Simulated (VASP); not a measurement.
# Zr (P6_3/mmc) in VASP: further runs, part 2 of 2

VASP 6.6.1. The steps go on from the part before.

### 3 Relaxation of cell and atoms, PBE

This run uses another cell than the first one, of 23.24 Å³/atom.

INCAR

```
ALGO     = Fast           # electronic algorithm
EDIFF    = 1E-6           # SCF threshold, eV
EDIFFG   = -0.01          # ionic threshold
ENCUT    = 600            # plane-wave cutoff, eV
GGA      = PE             # functional
IBRION   = 2              # ionic algorithm
ISIF     = 3              # what is computed and relaxed
ISMEAR   = 0              # smearing method
LASPH    = T              # aspherical terms in the spheres
LCHARG   = F              # write CHGCAR
LREAL    = F              # projectors in reciprocal space
LWAVE    = F              # write WAVECAR
NELM     = 60             # most SCF steps
NSW      = 80             # ionic steps
PREC     = Accurate       # precision mode
SIGMA    = 0.05           # smearing width, eV
```

KPOINTS

```
k-points
0
Gamma
  16 16 8
```

POSCAR

```
Zr
1.0
    3.2300000000      0.0000000000      0.0000000000
   -1.6150000000      2.7972620542      0.0000000000
    0.0000000000      0.0000000000      5.1453900000
Zr
2
Direct
    0.3333333333      0.6666666667      0.7500000000
    0.6666666667      0.3333333333      0.2500000000
```

Potentials or basis: VASP PAW PBE potentials, release 64 (Zr_sv).

Launch:

```bash
$ cat potpaw_PBE.64/Zr_sv/POTCAR > POTCAR
$ mpirun -np 1 vasp_std > vasp.out
```

OUTCAR:

```text
EDIFF = 1E-6
   EDIFFG = -0.01
   ENCUT = 600
   GGA = PE
   IBRION = 2
   ISIF = 3
   ISMEAR = 0
   LASPH = T
   LREAL = F
   NELM = 60
   NSW = 80
   PREC = Accurate

 ion  position               nearest neighbor table
   1  0.333  0.667  0.750-   2 3.18   2 3.18   2 3.18   2 3.18   2 3.18   2 3.18
   2  0.667  0.333  0.250-   1 3.18   1 3.18   1 3.18   1 3.18   1 3.18   1 3.18

  LATTYP: Found a hexagonal cell.
 ALAT       =     3.2300000000
 C/A-ratio  =     1.5930000000

  Lattice vectors:

 A1 = (   3.2300000000,   0.0000000000,   0.0000000000)
 A2 = (  -1.6150000000,   2.7972620542,   0.0000000000)
 A3 = (   0.0000000000,   0.0000000000,   5.1453900000)

Analysis of symmetry for initial positions (statically):
=====================================================================
 Subroutine PRICEL returns:
 Original cell was already a primitive cell.

 Routine SETGRP: Setting up the symmetry group for a
 hexagonal supercell.

 Subroutine GETGRP returns: Found 24 space group operations
 (whereof 12 operations were pure point group operations)
 out of a pool of 24 trial point group operations.

The static configuration has the point symmetry D_3d.
 The point group associated with its full space group is D_6h.

Analysis of symmetry for dynamics (positions and initial velocities):
=====================================================================
 Subroutine PRICEL returns:
 Original cell was already a primitive cell.

 Routine SETGRP: Setting up the symmetry group for a
 hexagonal supercell.

 Subroutine GETGRP returns: Found 24 space group operations
 (whereof 12 operations were pure point group operations)
 out of a pool of 24 trial point group operations.

The dynamic configuration has the point symmetry D_3d.
 The point group associated with its full space group is D_6h.

 Subroutine INISYM returns: Found 24 space group operations
 (whereof 12 operations are pure point group operations),
 and found     1 'primitive' translations

----------------------------------------------------------------------------------------
[... 128 lines left out ...]
  energy-cutoff  :      600.00
  volume of cell :       46.49
 maximum number of plane-waves:      1578
 NGX is ok and might be reduce to    28
   NGX = 13   NGY = 13   NGZ = 21

--------------------------------------- Ionic step        1  -------------------------------------------

 number of electron      24.0000000 magnetization

 Free energy of the ion-electron system (eV)
  ---------------------------------------------------
  ext. energy  EPLUGINS =         0.00000000
  ---------------------------------------------------
  free energy    TOTEN  =       -17.04313631 eV

  energy without entropy =      -17.04118057  energy(sigma->0) =      -17.04215844

------------------------ aborting loop because EDIFF is reached ----------------------------------------

  FORCE on cell =-STRESS in cart. coord.  units (eV):
  Direction    XX          YY          ZZ          XY          YZ          ZX
  --------------------------------------------------------------------------------------
  -------------------------------------------------------------------------------------
  Total        0.1491614      0.1491614      0.2326961      0.0000000      0.0000000      0.0000000
  in kB        5.1405916      5.1405916      8.0194717      0.0000000      0.0000000      0.0000000
  external PRESSURE =       6.1002183 kB  Pullay stress =       0.0000000 kB
[... 131 lines left out ...]
--------------------------------------- Ionic step        5  -------------------------------------------

 number of electron      24.0000000 magnetization

 Free energy of the ion-electron system (eV)
  ---------------------------------------------------
  ext. energy  EPLUGINS =         0.00000000
  ---------------------------------------------------
  free energy    TOTEN  =       -17.04373698 eV

  energy without entropy =      -17.04177693  energy(sigma->0) =      -17.04275695

 E-fermi :   8.9650     XC(G=0): -11.0598

 val. band max:        8.9028679987   @ k =   0.1250   0.0625   0.2500
 cond. band min:       8.9712007369   @ k =   0.2500   0.1875   0.5000
 fundamental gap:      0.0683327382
 Fermi energy:         8.9649546597

 k-point     1 :       0.0000    0.0000    0.0000
  band No.  band energies     occupation
      1     -39.9092      2.00000
      2     -39.7592      2.00000
      3     -18.4249      2.00000
      4     -17.5637      2.00000
      5     -17.5637      2.00000
      6     -17.4388      2.00000
[... 433 lines left out ...]
      3     -18.0784      2.00000
      4     -18.0685      2.00000
      5     -18.0032      2.00000
      6     -17.7697      2.00000
[... 8 lines left out ...]
     15      10.0268      0.00000
     16      11.9585      0.00000

 [... further k-points ...]

------------------------ aborting loop because EDIFF is reached ----------------------------------------

  FORCE on cell =-STRESS in cart. coord.  units (eV):
  Direction    XX          YY          ZZ          XY          YZ          ZX
  --------------------------------------------------------------------------------------
  -------------------------------------------------------------------------------------
  Total       -0.0110608     -0.0110608     -0.0045006      0.0000000     -0.0000000      0.0000000
  in kB       -0.3787209     -0.3787209     -0.1541014      0.0000000     -0.0000000      0.0000000
  external PRESSURE =      -0.3038478 kB  Pullay stress =       0.0000000 kB
[... 17 lines left out ...]
  FREE ENERGIE OF THE ION-ELECTRON SYSTEM (eV)
  ---------------------------------------------------
  free  energy   TOTEN  =       -17.0437369752 eV

  energy  without entropy=      -17.0417769279  energy(sigma->0) =      -17.04275695

 reached required accuracy - stopping structural energy minimisation
```

OSZICAR:

```text
N       E                     dE             d eps       ncg     rms          rms(c)
DAV:   1     0.237265008146E+03    0.23727E+03   -0.14649E+04  4800   0.166E+03
DAV:   2    -0.206324970343E+01   -0.23933E+03   -0.23723E+03  5928   0.438E+02
DAV:   3    -0.174275337243E+02   -0.15364E+02   -0.15242E+02  9200   0.840E+01
DAV:   4    -0.177397522176E+02   -0.31222E+00   -0.31220E+00  5120   0.132E+01
[... 48 lines left out ...]
DAV:   1    -0.170438180804E+02   -0.92759E-04   -0.52476E-03  5072   0.685E-01    0.522E-02
RMM:   2    -0.170437532475E+02    0.64833E-04   -0.10057E-04  5212   0.911E-02    0.252E-02
RMM:   3    -0.170437344346E+02    0.18813E-04   -0.62589E-05  5522   0.635E-02    0.607E-03
RMM:   4    -0.170437364694E+02   -0.20348E-05   -0.16374E-05  4553   0.246E-02    0.158E-03
RMM:   5    -0.170437369752E+02   -0.50578E-06   -0.57269E-06  4075   0.119E-02
   5 F= -.17043737E+02 E0= -.17042757E+02  d E =-.125219E-04
```

Run time: 7.9 min. Hardware: 1 thread of Intel Xeon Platinum 8488C (Sapphire Rapids), shared host; peak memory 0.26 GiB.

Results:

```
Free energy                           : -17.0437 eV
Relaxed volume                        : 23.40 Å³/atom
Relaxed cell                          : a = 3.235 Å, b = 3.235 Å, c = 5.163 Å, α = 90.00°, β = 90.00°, γ = 120.00°
Space group after relaxing (to 0.1 Å) : P6_3/mmc (No. 194)
Energy gained by relaxing             : 0.3 meV/atom
Ionic steps                           : 5
Pressure after relaxing               : 0.0 GPa
Band gap on the k mesh                : zero (bands 12 and 13 overlap by 1.22 eV)
```

Step by step:
| step | energy change (eV) | largest force (eV/Å) | pressure (GPa) | volume (Å³) |
| --- | --- | --- | --- | --- |
| 1 | 0.0000 | 0.0000 | 0.61 | 46.49 |
| 2 | 0.0000 | 0.0000 | -0.66 | 47.09 |
| 3 | -0.0006 | 0.0000 | -0.01 | 46.79 |
| 4 | -0.0006 | 0.0000 | -0.03 | 46.80 |
| 5 | -0.0006 | 0.0000 | -0.03 | 46.79 |

Final structure:
```xyz
2
Lattice="3.2350 0.0000 0.0000 -1.6175 2.8016 0.0000 0.0000 0.0000 5.1631" Properties=species:S:1:pos:R:3 pbc="T T T"
Zr    0.0000    1.8677    3.8723
Zr    1.6175    0.9339    1.2908
```

Levels at points of the mesh, in eV from the Fermi level:
```tsv
k point	band 9	band 10	band 11	band 12	band 13	band 14	band 15	band 16
(0.00, 0.00, 0.00)	-5.67	-3.04	0.84	0.84	0.97	1.11	1.52	1.52
(0.50, 0.00, 0.00)	-2.57	-2.53	-2.16	-0.24	0.52	0.74	1.42	4.85
(0.00, 0.00, 0.50)	-3.98	-3.98	0.01	0.01	0.75	0.75	0.75	0.75
(0.50, 0.00, 0.50)	-2.88	-2.88	-1.07	-1.07	1.58	1.58	2.18	2.18
```
